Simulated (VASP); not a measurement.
# Ti3N3O in VASP: notebook, part 2 of 2

VASP 6.6.1. The steps go on from the part before.

## (3) Single point, PBE

Input file INCAR:

```
PREC = Accurate
ENCUT = 520
EDIFF = 1E-6
ISMEAR = 0
SIGMA = 0.1
LREAL = False
LASPH = True
NELM = 100
ALGO = Normal
ISIF = 2
LWAVE = False
LCHARG = True
LDIPOL = True
IDIPOL = 3
DIPOL = 0.5 0.5 0.339
GGA = PE
LELF = True
LVHAR = True
LVACPOTAV = True
NBANDS = 38
```

Input file KPOINTS:

```
regular mesh
0
Gamma
  9 9 1
```

Input file POSCAR:

```
Ti3N3O
1.0
    3.0028555065      0.0000000000      0.0000000000
    0.0000000000      3.0028555065      0.0000000000
    0.0000000000      0.0000000000     19.7584945265
Ti N O
3 3 1
Direct
    0.5000000000      0.5000000000      0.2024445736
    0.0000000000      0.0000000000      0.3072496201
    0.4778253452      0.4583929387      0.4388172717
    0.0000000000      0.0000000000      0.2024445736
    0.5000000000      0.5000000000      0.3055678856
   -0.0218557185     -0.0389624834      0.4049708090
    0.2500000000      0.3750000000      0.5128248825
```

Potentials or basis: VASP PAW PBE potentials, release 64 (Ti_sv, N, O).

On the command line:

```sh
$ cat potpaw_PBE.64/Ti_sv/POTCAR potpaw_PBE.64/N/POTCAR potpaw_PBE.64/O/POTCAR > POTCAR
$ mpirun -np 1 vasp_std > vasp.out
```

OUTCAR:

```text
PREC = Accurate
   ENCUT = 520
   EDIFF = 1E-6
   ISMEAR = 0
   LREAL = False
   LASPH = True
   NELM = 100
   ISIF = 2
   GGA = PE

 ion  position               nearest neighbor table
   1  0.500  0.500  0.202-   5 2.04   4 2.12   4 2.12   4 2.12   4 2.12
   2  0.000  0.000  0.307-   6 1.94   4 2.07   5 2.12   5 2.12   5 2.12   5 2.12
   3  0.478  0.458  0.439-   7 1.63   6 2.22   6 2.22   6 2.23   6 2.23
   4  0.000  0.000  0.202-   2 2.07   1 2.12   1 2.12   1 2.12   1 2.12
   5  0.500  0.500  0.306-   1 2.04   2 2.12   2 2.12   2 2.12   2 2.12
   6  0.978  0.961  0.405-   2 1.94   3 2.22   3 2.22   3 2.23   3 2.23
   7  0.250  0.375  0.513-   3 1.63

  LATTYP: Found a simple tetragonal cell.
 ALAT       =     3.0028555065
 C/A-ratio  =     6.5799018580

  Lattice vectors:
[... 1194 lines left out ...]
  external PRESSURE =     -14.5662670 kB  Pullay stress =       0.0000000 kB

 VOLUME and BASIS-vectors are now :
 -----------------------------------------------------------------------------
  energy-cutoff  :      520.00
  volume of cell :      178.17
      direct lattice vectors                 reciprocal lattice vectors
     3.002855506  0.000000000  0.000000000     0.333016357  0.000000000  0.000000000
     0.000000000  3.002855506  0.000000000     0.000000000  0.333016357  0.000000000
     0.000000000  0.000000000 19.758494527     0.000000000  0.000000000  0.050611143

 POSITION                                       TOTAL-FORCE (eV/Angst)
 -----------------------------------------------------------------------------------
      1.50143      1.50143      4.00000         0.018710      0.016091      0.827547
      0.00000      0.00000      6.07079         0.016653     -0.043717      2.408290
      1.43484      1.37649      8.67037         0.138329      0.065927     -0.350621
      0.00000      0.00000      4.00000        -0.036606     -0.043438     -1.775640
      1.50143      1.50143      6.03756        -0.037885     -0.153166     -1.501478
      2.93723      2.88586      8.00161         0.019498     -0.005551      0.039589
      0.75071      1.12607     10.13265        -0.118698      0.163855      0.352314
 -----------------------------------------------------------------------------------
    total drift:                                0.000078     -0.000099     -0.001233

  FREE ENERGIE OF THE ION-ELECTRON SYSTEM (eV)
  ---------------------------------------------------
  free  energy   TOTEN  =       -63.7064974431 eV

  energy  without entropy=      -63.6975755984  energy(sigma->0) =      -63.70203652

 vacuum level on the upper side and lower side of the slab         8.843         2.420
```

OSZICAR:

```text
N       E                     dE             d eps       ncg     rms          rms(c)
DAV:   1     0.771963440074E+03    0.77196E+03   -0.29355E+04  3380   0.151E+03
DAV:   2     0.504031685224E+02   -0.72156E+03   -0.69680E+03  3516   0.475E+02
DAV:   3    -0.724256465609E+02   -0.12283E+03   -0.12101E+03  4650   0.178E+02
[... 26 lines left out ...]
DAV:  30    -0.637064920776E+02   -0.34751E-05   -0.77955E-07  2520   0.559E-03    0.226E-03
DAV:  31    -0.637064942625E+02   -0.21849E-05   -0.58148E-07  2534   0.465E-03    0.133E-03
DAV:  32    -0.637064954164E+02   -0.11539E-05   -0.16880E-07  2214   0.232E-03    0.939E-04
DAV:  33    -0.637064966863E+02   -0.12699E-05   -0.34522E-07  2316   0.336E-03    0.714E-04
DAV:  34    -0.637064974431E+02   -0.75682E-06   -0.89790E-08  2114   0.206E-03
   1 F= -.63706497E+02 E0= -.63702037E+02  d E =-.892184E-02
```

Run time: 15 min. Hardware: 1 thread of Intel Xeon Platinum 8259CL at 2.50GHz (Skylake/Cascade Lake), shared host; peak memory 0.42 GiB.

What came out:

```
Free energy            : -63.7065 eV
Largest force          : 2.409 eV/Å
Band gap on the k mesh : zero (an odd number of electrons rules out a gap without spin polarisation)
```

Forces in eV/Å, atoms in the order of the input:
```
Ti   0.019  0.016  0.828
Ti   0.017 -0.044  2.408
Ti   0.138  0.066 -0.351
N   -0.037 -0.043 -1.776
N   -0.038 -0.153 -1.501
N    0.019 -0.006  0.040
O   -0.119  0.164  0.352
```

Caveat: an odd number of electrons without spin polarisation forces a metal; a magnetic or distorted state may lie lower.

## (4) Single point, PBE

Input file INCAR:

```
SYSTEM = Ti3N3O
PREC = Accurate
ENCUT = 520
EDIFF = 1E-7
ISMEAR = 0
SIGMA = 0.1
LREAL = .False.
LASPH = .True.
NELM = 60
ALGO = Normal
ISIF = 2
LWAVE = .False.
LCHARG = .False.
LDIPOL = .True.
IDIPOL = 3
DIPOL = 0.5 0.5 0.342
GGA = PE
NBANDS = 38
```

Input file KPOINTS:

```
Automatic mesh
0
Gamma
  9 9 1
  0 0 0
```

Input file POSCAR:

```
Ti3N3O
1.0
    3.0028555065      0.0000000000      0.0000000000
    0.0000000000      3.0028555065      0.0000000000
    0.0000000000      0.0000000000     19.7584945265
Ti N O
3 3 1
Direct
    0.5000000000      0.5000000000      0.2024445736
    0.0000000000      0.0000000000      0.3072496201
    0.6633726710      0.4320201328      0.4583700163
    0.0000000000      0.0000000000      0.2024445736
    0.5000000000      0.5000000000      0.3055678856
   -0.1337156504     -0.0580035749      0.4047737192
    0.1250000000      0.3750000000      0.5123878886
```

On the command line:

```sh
$ cat potpaw_PBE.64/Ti_sv/POTCAR potpaw_PBE.64/N/POTCAR potpaw_PBE.64/O/POTCAR > POTCAR
$ mpirun -np 1 vasp_std > vasp.out
```

Wall time 15 min (1 thread of Intel Xeon Platinum 8259CL at 2.50GHz (Skylake/Cascade Lake), shared host); peak memory 0.41 GiB.

The run converged. Its results:

```
Free energy            : -64.0632 eV
Largest force          : 2.601 eV/Å
Band gap on the k mesh : zero (an odd number of electrons rules out a gap without spin polarisation)
```

Forces on the atoms (eV/Å):
```
Ti   0.090  0.017  1.145
Ti  -0.362 -0.132  2.572
Ti  -0.059  0.014 -0.067
N   -0.067 -0.035 -1.562
N   -0.420 -0.234 -2.181
N    0.010  0.001 -0.006
O    0.808  0.368  0.098
```

Levels at points of the mesh, in eV from the Fermi level:
```csv
k point,band 24,band 25,band 26,band 27,band 28,band 29,band 30,band 31,band 32,band 33
"(0.00, 0.00, 0.00)",-2.72,-2.26,-1.87,-1.82,-1.57,-0.97,-0.30,0.73,0.93,1.00
```

Caveat: an odd number of electrons without spin polarisation forces a metal; a magnetic or distorted state may lie lower.

## (5) Summary

| cell | gap on the mesh (eV) | largest force (eV/Å) |
| --- | --- | --- |
| as given, atomic positions A | none | 1.65 |
| as given, atomic positions B | none | 2.41 |
| as given, atomic positions C | none | 2.60 |

Alike in all rows: task single point; level PBE; potentials or basis VASP PAW PBE potentials, release 64 (Ti_sv, N, O); no spin polarisation; k mesh 9 × 9 × 1; cutoff (eV) 520; smearing gaussian 0.1 eV.

Caveats: an odd number of electrons without spin polarisation forces a metal; a magnetic or distorted state may lie lower.

Total energies depend on the potentials used, so only differences within one code and one set of settings carry meaning.
